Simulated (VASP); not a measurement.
# CdO (Fm-3m) in VASP: notebook

The runs below take CdO through single point, with PBE.

All numbers are computed with VASP 6.6.1; they aren't measurements. Logs are shortened: lines on timing, memory, paths and dates and some standing lists are left out, and cuts for length are marked.

### 1 The cell of the first run

Symmetry: Fm-3m, No. 225, cubic system. Conventional cell: a = 4.670 Å, b = 4.670 Å, c = 4.670 Å, α = 90.00°, β = 90.00°, γ = 90.00°. Within 3.1 Å of Cd (site symmetry m-3m) lie 6 O at 2.34 Å. O (site symmetry m-3m) has 6 Cd at 2.34 Å within 3.1 Å.

### 2 Single point, PBE (12.73 Å³/atom)

File INCAR:

```
ALGO = Normal
EDIFF = 1E-6
ENCUT = 600
GGA = PE
GGA_COMPAT = F
ISIF = 2
ISMEAR = -1
LASPH = T
LCHARG = F
LREAL = F
LWAVE = F
NBANDS = 16
NELM = 120
PREC = Accurate
SIGMA = 0.02
```

File KPOINTS:

```
k-points
0
Gamma
  8 8 8
```

File POSCAR:

```
CdO
1.0
    0.0000000000      2.3351749583      2.3351749583
    2.3351749583      0.0000000000      2.3351749583
    2.3351749583      2.3351749583      0.0000000000
Cd O
1 1
Direct
    0.0000000000      0.0000000000      0.0000000000
    0.5000000000      0.5000000000      0.5000000000
```

Potentials or basis: VASP PAW PBE potentials, release 64 (Cd, O).

Command:

```bash
> cat potpaw_PBE.64/Cd/POTCAR potpaw_PBE.64/O/POTCAR > POTCAR
> mpirun -np 1 vasp_std > vasp.out
```

OUTCAR:

```text
EDIFF = 1E-6
   ENCUT = 600
   GGA = PE
   ISIF = 2
   ISMEAR = -1
   LASPH = T
   LREAL = F
   NELM = 120
   PREC = Accurate

 ion  position               nearest neighbor table
   1  0.000  0.000  0.000-   2 2.34   2 2.34   2 2.34   2 2.34   2 2.34   2 2.34
   2  0.500  0.500  0.500-   1 2.34   1 2.34   1 2.34   1 2.34   1 2.34   1 2.34

  LATTYP: Found a face centered cubic cell.
 ALAT       =     4.6703499166

  Lattice vectors:

 A1 = (   0.0000000000,   2.3351749583,   2.3351749583)
 A2 = (   2.3351749583,   0.0000000000,   2.3351749583)
 A3 = (   2.3351749583,   2.3351749583,   0.0000000000)

Analysis of symmetry for initial positions (statically):
=====================================================================
 Subroutine PRICEL returns:
 Original cell was already a primitive cell.

 Routine SETGRP: Setting up the symmetry group for a
 face centered cubic supercell.

 Subroutine GETGRP returns: Found 48 space group operations
 (whereof 48 operations were pure point group operations)
 out of a pool of 48 trial point group operations.

The static configuration has the point symmetry O_h .

Analysis of symmetry for dynamics (positions and initial velocities):
=====================================================================
 Subroutine PRICEL returns:
 Original cell was already a primitive cell.

 Routine SETGRP: Setting up the symmetry group for a
 face centered cubic supercell.

 Subroutine GETGRP returns: Found 48 space group operations
 (whereof 48 operations were pure point group operations)
 out of a pool of 48 trial point group operations.

The dynamic configuration has the point symmetry O_h .

 Subroutine INISYM returns: Found 48 space group operations
 (whereof 48 operations are pure point group operations),
 and found     1 'primitive' translations

----------------------------------------------------------------------------------------

                                     Primitive cell

  volume of cell :      25.4676

  direct lattice vectors                    reciprocal lattice vectors
     0.000000000  2.335174958  2.335174958    -0.214116719  0.214116719  0.214116719
     2.335174958  0.000000000  2.335174958     0.214116719 -0.214116719  0.214116719
     2.335174958  2.335174958  0.000000000     0.214116719  0.214116719 -0.214116719

[... 79 lines left out ...]
   LSORBIT =      F    spin-orbit coupling
   LASPH  =      T    aspherical Exc in radial PAW
   ENCUT  =  600.0 eV  44.10 Ry    6.64 a.u.   6.60  6.60  6.60*2*pi/ulx,y,z
   NELM   =    120;   NELMIN=  2; NELMDL= -5     # of ELM steps
   EDIFF  = 0.1E-05   stopping-criterion for ELM
   LREAL  =      F    real-space projection
   EDIFFG = 0.1E-04   stopping-criterion for IOM
   NSW    =      0    number of steps for IOM
   IBRION =     -1    ionic relax: 0-MD 1-quasi-New 2-CG
   NFREE  =      0    steps in history (QN), initial steepest desc. (CG)
   ISIF   =      2    stress and relaxation
   ISYM   =      2    0-nonsym 1-usesym 2-fastsym
   POTIM  = 0.5000    time-step for ionic-motion
   TEBEG  =    0.0;   TEEND  =   0.0 temperature during run
   PSTRESS=    0.0 pullay stress
   NELECT =      18.0000    total number of electrons
   NUPDOWN=      -1.0000    fix difference up-down
   EMIN   =  10.00;   EMAX   =-10.00  energy-range for DOS
   EFERMI =   0.00;   METHOD = LEGACY
   ISMEAR =    -1;   SIGMA  =   0.02  broadening in eV -4-tet -1-fermi 0-gaus
   EFERMI_NEDOS =   21; number of points for ismear=-14 and -15
   IALGO  =     38    algorithm
   IMIX   =      4    mixing-type and parameters
     AMIX     =   0.40;   BMIX     =  1.00
     AMIX_MAG =   1.60;   BMIX_MAG =  1.00
  volume/ion in A,a.u.               =      12.73        85.93
  Fermi-wavevector in a.u.,A,eV,Ry     =   1.458264  2.755720 28.933262  2.126535
  Thomas-Fermi vector in A             =   2.574969
   LORBIT       =      0    0 simple, 1 ext, 2 COOP (PROOUT), +10 PAW based schemes
   GGA     = PE    functional components
   LHFCALC =     F    Hartree Fock is set to
   AEXX    =    0.0000 exact exchange contribution
   IVDW    =     0    specifies the selected vdW correction
   LEPSILON=     F    determine dielectric tensor
   LRPA    =     F    only Hartree local field effects (RPA)
 non-spin polarized calculation
  energy-cutoff  :      600.00
  volume of cell :       25.47
 maximum number of plane-waves:       877
 NGX is ok and might be reduce to    28
   NGX = 13   NGY = 13   NGZ = 13

 number of electron      18.0000003 magnetization

 Free energy of the ion-electron system (eV)
  ---------------------------------------------------
  ext. energy  EPLUGINS =         0.00000000
  ---------------------------------------------------
  free energy    TOTEN  =        -7.67151549 eV

  energy without entropy =       -7.67122689  energy(sigma->0) =       -7.67137119

 E-fermi :   2.2571     XC(G=0): -11.8029

 val. band max:        2.2140117626   @ k =   0.5000   0.0000   0.0000
 cond. band min:       3.1894563315   @ k =   0.1250   0.0000   0.0000
 fundamental gap:      0.9754445688
 Fermi energy:         2.2570858945

 k-point     1 :       0.0000    0.0000    0.0000
  band No.  band energies     occupation
      1     -15.2935      2.00000
      2      -4.5271      2.00000
      3      -4.5271      2.00000
      4      -4.5271      2.00000
      5      -4.2085      2.00000
      6      -4.2085      2.00000
[... 433 lines left out ...]
      3      -4.8591      2.00000
      4      -4.8538      2.00000
      5      -3.9481      2.00000
      6      -3.9417      2.00000
[... 8 lines left out ...]
     15      21.9360      0.00000
     16      25.4427      0.00000

 [... further k-points ...]

------------------------ aborting loop because EDIFF is reached ----------------------------------------

  FORCE on cell =-STRESS in cart. coord.  units (eV):
  Direction    XX          YY          ZZ          XY          YZ          ZX
  --------------------------------------------------------------------------------------
  -------------------------------------------------------------------------------------
  Total        1.6647976      1.6647976      1.6647976     -0.0000000     -0.0000000      0.0000000
  in kB      104.7330509    104.7330509    104.7330509     -0.0000000     -0.0000000      0.0000000
  external PRESSURE =     104.7330509 kB  Pullay stress =       0.0000000 kB

 VOLUME and BASIS-vectors are now :
 -----------------------------------------------------------------------------
  energy-cutoff  :      600.00
  volume of cell :       25.47
      direct lattice vectors                 reciprocal lattice vectors
     0.000000000  2.335174958  2.335174958    -0.214116719  0.214116719  0.214116719
     2.335174958  0.000000000  2.335174958     0.214116719 -0.214116719  0.214116719
     2.335174958  2.335174958  0.000000000     0.214116719  0.214116719 -0.214116719

 POSITION                                       TOTAL-FORCE (eV/Angst)
 -----------------------------------------------------------------------------------
      0.00000      0.00000      0.00000         0.000000      0.000000      0.000000
      2.33517      2.33517      2.33517        -0.000000      0.000000     -0.000000
 -----------------------------------------------------------------------------------
    total drift:                                0.000000      0.000000      0.000000

  FREE ENERGIE OF THE ION-ELECTRON SYSTEM (eV)
  ---------------------------------------------------
  free  energy   TOTEN  =        -7.6715154885 eV

  energy  without entropy=       -7.6712268889  energy(sigma->0) =       -7.67137119
```

OSZICAR:

```text
N       E                     dE             d eps       ncg     rms          rms(c)
DAV:   1     0.122108360701E+03    0.12211E+03   -0.11409E+04   976   0.130E+03
DAV:   2    -0.586587750691E+01   -0.12797E+03   -0.11737E+03  1056   0.305E+02
DAV:   3    -0.946651024404E+01   -0.36006E+01   -0.35942E+01  1080   0.561E+01
DAV:   4    -0.947584036980E+01   -0.93301E-02   -0.93299E-02  1168   0.271E+00
DAV:   5    -0.947586703804E+01   -0.26668E-04   -0.26668E-04  1176   0.132E-01    0.109E+01
DAV:   6    -0.771870181607E+01    0.17572E+01   -0.47257E+00  1200   0.376E+01    0.957E+00
DAV:   7    -0.769082681502E+01    0.27875E-01   -0.70223E-01   984   0.802E+00    0.494E+00
DAV:   8    -0.767503303521E+01    0.15794E-01   -0.93847E-02  1000   0.275E+00    0.742E-01
DAV:   9    -0.767138905291E+01    0.36440E-02   -0.83319E-03  1136   0.986E-01    0.107E-01
DAV:  10    -0.767148863871E+01   -0.99586E-04   -0.74711E-04  1016   0.294E-01    0.406E-02
DAV:  11    -0.767151946200E+01   -0.30823E-04   -0.58690E-05  1120   0.757E-02    0.228E-02
DAV:  12    -0.767151563442E+01    0.38276E-05   -0.10328E-05  1008   0.320E-02    0.711E-03
DAV:  13    -0.767151548848E+01    0.14594E-06   -0.93827E-07   768   0.922E-03
   1 F= -.76715155E+01 E0= -.76713712E+01  d E =-.288600E-03
```

stdout:

```text
POSCAR found type information on POSCAR CdO
 POSCAR found :  2 types and       2 ions
 scaLAPACK will be used
 LDA part: xc-table for (Slater+PW92), standard interpolation
 POSCAR, INCAR and KPOINTS ok, starting setup
 FFT: planning ... GRIDC
 FFT: planning ... GRID_SOFT
 FFT: planning ... GRID
 WAVECAR not read
 entering main loop
```

Run time: 7.1 s. Hardware: 1 thread of Intel Xeon 6975P-C (Granite Rapids), shared host; peak memory 0.16 GiB.

Results:

```
Free energy            : -7.6715 eV
Pressure               : 10.5 GPa
Band gap on the k mesh : zero (bands 9 and 10 overlap by 0.39 eV)
```

Caveat: the cell stands under pressure; semilocal functionals underestimate gaps, so a narrow gap can read as zero.

### 3 Single point, PBE (13.14 Å³/atom)

This run uses another cell than the first one, of 13.14 Å³/atom.

File INCAR:

```
SYSTEM = CdO
PREC = Accurate
ENCUT = 600
EDIFF = 1E-6
ISMEAR = -1
SIGMA = 0.02
LREAL = .False.
LASPH = .True.
NELM = 120
ALGO = Normal
ISIF = 2
LWAVE = .False.
LCHARG = .True.
GGA = PE
LELF = .True.
LVHAR = .True.
NBANDS = 16
GGA_COMPAT = .False.
```

File KPOINTS:

```
Automatic mesh
0
Gamma
  8 8 8
  0 0 0
```

File POSCAR:

```
CdO
1.0
    0.0000000000      2.3597575538      2.3597575538
    2.3597575538      0.0000000000      2.3597575538
    2.3597575538      2.3597575538      0.0000000000
Cd O
1 1
Direct
    0.0000000000      0.0000000000      0.0000000000
    0.5000000000      0.5000000000      0.5000000000
```

Potentials or basis: VASP PAW PBE potentials, release 64 (Cd, O).

Command:

```bash
> cat potpaw_PBE.64/Cd/POTCAR potpaw_PBE.64/O/POTCAR > POTCAR
> mpirun -np 1 vasp_std > vasp.out
```

It took 7.5 s on 1 thread of Intel Xeon 6975P-C (Granite Rapids), shared host; peak memory 0.16 GiB.

It converged, with:

* Free energy: -7.7130 eV
* Pressure: 5.3 GPa
* Band gap on the k mesh: zero (bands 9 and 10 overlap by 0.45 eV)

Levels at points of the mesh, in eV from the Fermi level:
| k point | band 6 | band 7 | band 8 | band 9 | band 10 | band 11 | band 12 | band 13 |
| --- | --- | --- | --- | --- | --- | --- | --- | --- |
| (0.00, 0.00, 0.00) | -6.43 | -1.32 | -1.32 | -1.32 | -0.49 | 14.93 | 16.90 | 16.90 |
| (0.50, 0.00, 0.00) | -6.19 | -3.82 | -0.04 | -0.04 | 4.40 | 7.18 | 11.85 | 11.85 |
| (0.50, 0.50, 0.00) | -5.76 | -4.28 | -2.28 | -2.28 | 3.79 | 8.46 | 11.13 | 13.21 |

Caveat: the cell stands under pressure; semilocal functionals underestimate gaps, so a narrow gap can read as zero.

### 4 Single point, PBE

This run uses another cell than the first one, of 13.55 Å³/atom.

File INCAR:

```
SYSTEM = CdO
  ALGO = Normal
  EDIFF = 1E-6
  ENCUT = 600
  GGA = PE
  GGA_COMPAT = .FALSE.
  ISIF = 2
  ISMEAR = -1
  LASPH = .TRUE.
  LCHARG = .FALSE.
  LREAL = .FALSE.
  LWAVE = .FALSE.
  NBANDS = 16
  NELM = 120
  PREC = Accurate
  SIGMA = 0.02
```

File KPOINTS:

```
k-points
0
G
  8 8 8
  0 0 0
```

File POSCAR:

```
CdO
1.0
    0.0000000000      2.3838383758      2.3838383758
    2.3838383758      0.0000000000      2.3838383758
    2.3838383758      2.3838383758      0.0000000000
Cd O
1 1
Direct
    0.0000000000      0.0000000000      0.0000000000
    0.5000000000      0.5000000000      0.5000000000
```

Command:

```bash
> cat potpaw_PBE.64/Cd/POTCAR potpaw_PBE.64/O/POTCAR > POTCAR
> mpirun -np 1 vasp_std > vasp.out
```

Wall time 7.3 s (1 thread of Intel Xeon 6975P-C (Granite Rapids), shared host); peak memory 0.16 GiB.

The run converged. Its results:

```
Free energy            : -7.7303 eV
Pressure               : 1.0 GPa
Band gap on the k mesh : zero (bands 9 and 10 overlap by 0.51 eV)
```

Levels at points of the mesh, in eV from the Fermi level:
```tsv
k point	band 6	band 7	band 8	band 9	band 10	band 11	band 12	band 13
(0.00, 0.00, 0.00)	-6.40	-1.21	-1.21	-1.21	-0.55	14.88	16.69	16.69
(0.50, 0.00, 0.00)	-6.18	-3.75	-0.04	-0.04	4.38	6.97	11.69	11.69
(0.50, 0.50, 0.00)	-5.80	-4.07	-2.14	-2.14	3.66	8.33	11.02	12.95
```

Caveat: semilocal functionals underestimate gaps, so a narrow gap can read as zero.

### 5 Single point, PBE (13.95 Å³/atom)

This run uses another cell than the first one, of 13.95 Å³/atom.

File INCAR:

```
PREC = Accurate
ENCUT = 600
EDIFF = 1E-6
ISMEAR = -1
SIGMA = 0.02
LREAL = F
LASPH = T
NELM = 120
ALGO = Normal
ISIF = 2
LWAVE = F
LCHARG = F
GGA = PE
NBANDS = 16
GGA_COMPAT = F
```

File KPOINTS:

```
Automatic mesh
0
Gamma
  8 8 8
```

File POSCAR:

```
CdO
1.0
    0.0000000000      2.4074422710      2.4074422710
    2.4074422710      0.0000000000      2.4074422710
    2.4074422710      2.4074422710      0.0000000000
Cd O
1 1
Direct
    0.0000000000      0.0000000000      0.0000000000
    0.5000000000      0.5000000000      0.5000000000
```

Potentials or basis: VASP PAW PBE potentials, release 64 (Cd, O).

Command:

```bash
> cat potpaw_PBE.64/Cd/POTCAR potpaw_PBE.64/O/POTCAR > POTCAR
> mpirun -np 1 vasp_std > vasp.out
```

OUTCAR:

```text
PREC = Accurate
   ENCUT = 600
   EDIFF = 1E-6
   ISMEAR = -1
   LREAL = F
   LASPH = T
   NELM = 120
   ISIF = 2
   GGA = PE

 ion  position               nearest neighbor table
   1  0.000  0.000  0.000-   2 2.41   2 2.41   2 2.41   2 2.41   2 2.41   2 2.41
   2  0.500  0.500  0.500-   1 2.41   1 2.41   1 2.41   1 2.41   1 2.41   1 2.41

  LATTYP: Found a face centered cubic cell.
 ALAT       =     4.8148845420

  Lattice vectors:

 A1 = (   0.0000000000,   2.4074422710,   2.4074422710)
[... 640 lines left out ...]

------------------------ aborting loop because EDIFF is reached ----------------------------------------

  FORCE on cell =-STRESS in cart. coord.  units (eV):
  Direction    XX          YY          ZZ          XY          YZ          ZX
  --------------------------------------------------------------------------------------
  -------------------------------------------------------------------------------------
  Total       -0.4557461     -0.4557461     -0.4557461     -0.0000000      0.0000000      0.0000000
  in kB      -26.1659138    -26.1659138    -26.1659138     -0.0000000      0.0000000      0.0000000
  external PRESSURE =     -26.1659138 kB  Pullay stress =       0.0000000 kB

 VOLUME and BASIS-vectors are now :
 -----------------------------------------------------------------------------
  energy-cutoff  :      600.00
  volume of cell :       27.91
      direct lattice vectors                 reciprocal lattice vectors
     0.000000000  2.407442271  2.407442271    -0.207689300  0.207689300  0.207689300
     2.407442271  0.000000000  2.407442271     0.207689300 -0.207689300  0.207689300
     2.407442271  2.407442271  0.000000000     0.207689300  0.207689300 -0.207689300

 POSITION                                       TOTAL-FORCE (eV/Angst)
 -----------------------------------------------------------------------------------
      0.00000      0.00000      0.00000        -0.000000      0.000000     -0.000000
      2.40744      2.40744      2.40744         0.000000     -0.000000      0.000000
 -----------------------------------------------------------------------------------
    total drift:                                0.000000      0.000000      0.000000

  FREE ENERGIE OF THE ION-ELECTRON SYSTEM (eV)
  ---------------------------------------------------
  free  energy   TOTEN  =        -7.7275357075 eV

  energy  without entropy=       -7.7272294018  energy(sigma->0) =       -7.72738255
```

Wall time 7.2 s (1 thread of Intel Xeon 6975P-C (Granite Rapids), shared host); peak memory 0.15 GiB.

What came out:

```yaml
Free_energy: -7.7275 eV
Pressure: -2.6 GPa
Band_gap_on_the_k_mesh: zero (bands 9 and 10 overlap by 0.56 eV)
```

Caveat: semilocal functionals underestimate gaps, so a narrow gap can read as zero.

### 6 Summary

| cell | gap on the mesh (eV) | pressure (GPa) |
| --- | --- | --- |
| a = 3.302 Å, angles 60.0°, 2 atoms | none | 10.5 |
| a = 3.337 Å, angles 60.0°, 2 atoms | none | 5.3 |
| a = 3.371 Å, angles 60.0°, 2 atoms | none | 1.0 |
| a = 3.405 Å, angles 60.0°, 2 atoms | none | -2.6 |

Alike in all rows: task single point; level PBE; potentials or basis VASP PAW PBE potentials, release 64 (Cd, O); no spin polarisation; k mesh 8 × 8 × 8; cutoff (eV) 600; smearing fermi-dirac 0.02 eV.

Caveats: semilocal functionals underestimate gaps, so a narrow gap can read as zero; the cell stands under pressure (at least some runs).

Absolute energies hang on the potentials; compare differences alone.
